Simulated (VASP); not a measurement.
Here is a VASP 6.6.1 calculation.

The input INCAR:

```
SYSTEM = La2O3
PREC = Accurate
ENCUT = 600
EDIFF = 1E-6
ISMEAR = 0
SIGMA = 0.1
LREAL = .False.
LASPH = .True.
NELM = 80
ALGO = Normal
ISIF = 3
LWAVE = .False.
LCHARG = .False.
GGA = PE
IBRION = 2
NSW = 90
EDIFFG = -0.04
```

Contents of KPOINTS:

```
regular mesh
0
Gamma
  6 6 2
  0 0 0
```

The input POSCAR:

```
La2O3
1.0
    3.7732401700      0.0000000000      0.0000000000
   -1.8866200800      3.2677218400      0.0000000000
    0.0000000000      0.0000000000      8.2029059000
La O
2 3
Direct
    0.0000000000      0.0000000000      0.2281334500
    0.0000000000      0.0000000000      0.7718665500
    0.3333333300      0.6666666700      0.0000000000
    0.6666666700      0.3333333300      0.0000000000
    0.0000000000      0.0000000000      0.5000000000
```

Potentials or basis: VASP PAW PBE potentials, release 64 (La, O).

Run with:

```bash
$ cat potpaw_PBE.64/La/POTCAR potpaw_PBE.64/O/POTCAR > POTCAR
$ mpirun -np 1 vasp_std > vasp.out
```

**Question.** Estimate the relaxed volume.

**Answer.** 19.70 Å³/atom.

**Question.** Estimate the space group after relaxing (to 0.1 Å).

**Answer.** P6/mmm (No. 191).

**Question.** Estimate the band gap on the k mesh.

**Answer.** Zero (bands 20 and 21 overlap by 0.29 eV).

**Question.** Estimate the relaxed cell.

**Answer.** a = 4.013 Å, b = 4.013 Å, c = 7.064 Å, α = 90.00°, β = 90.00°, γ = 120.00°.

The path:
```csv
step,energy change (eV),largest force (eV/Å),pressure (GPa),volume (Å³)
1,0.0000,2.0879,-6.56,101.14
2,-1.4177,8.7288,20.18,87.74
3,-1.9018,6.3096,8.18,91.87
4,-2.8567,1.0872,11.00,92.69
5,-2.9956,2.0190,9.03,92.54
6,-3.2930,0.0721,-1.52,98.80
7,-3.3189,0.4545,0.49,97.30
8,-3.3281,0.1118,0.43,97.77
9,-3.3281,0.1169,0.49,97.77
10,-3.3293,0.0470,0.18,98.18
11,-3.3296,0.0077,-0.04,98.50
```

Caveat: the k points lie up to 0.44 Å⁻¹ apart in the final cell; spin-orbit coupling is left out, which moves the levels of the heavy elements.
